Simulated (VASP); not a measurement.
Here is a VASP 6.6.1 calculation.

Contents of INCAR:

```
SYSTEM = HgTe
PREC = Accurate
ENCUT = 520
EDIFF = 1E-6
ISMEAR = 0
SIGMA = 0.026000000000000002
LREAL = .False.
LASPH = .True.
NELM = 80
ALGO = Normal
ISIF = 2
LWAVE = .False.
LCHARG = .False.
GGA = PE
NBANDS = 16
```

The input KPOINTS:

```
Automatic mesh
0
Gamma
  7 7 7
  0 0 0
```

POSCAR

```
HgTe
1.0
    0.0000000000      3.1800000000      3.1800000000
    3.1800000000      0.0000000000      3.1800000000
    3.1800000000      3.1800000000      0.0000000000
Hg Te
1 1
Direct
    0.0000000000      0.0000000000      0.0000000000
    0.5000000000      0.5000000000      0.5000000000
```

Potentials or basis: VASP PAW PBE potentials, release 64 (Hg, Te).

Run with:

```bash
$ cat potpaw_PBE.64/Hg/POTCAR potpaw_PBE.64/Te/POTCAR > POTCAR
$ mpirun -np 1 vasp_std > vasp.out
```

Problem. Estimate the band gap on the k mesh.

Solution. Zero (band 9 reaches 3.25 eV, above the bottom of band 10 at 1.34 eV).

Problem. Predict the pressure.

Solution. -3.7 GPa.

Caveat: spin-orbit coupling is left out, which moves the levels of the heavy elements.
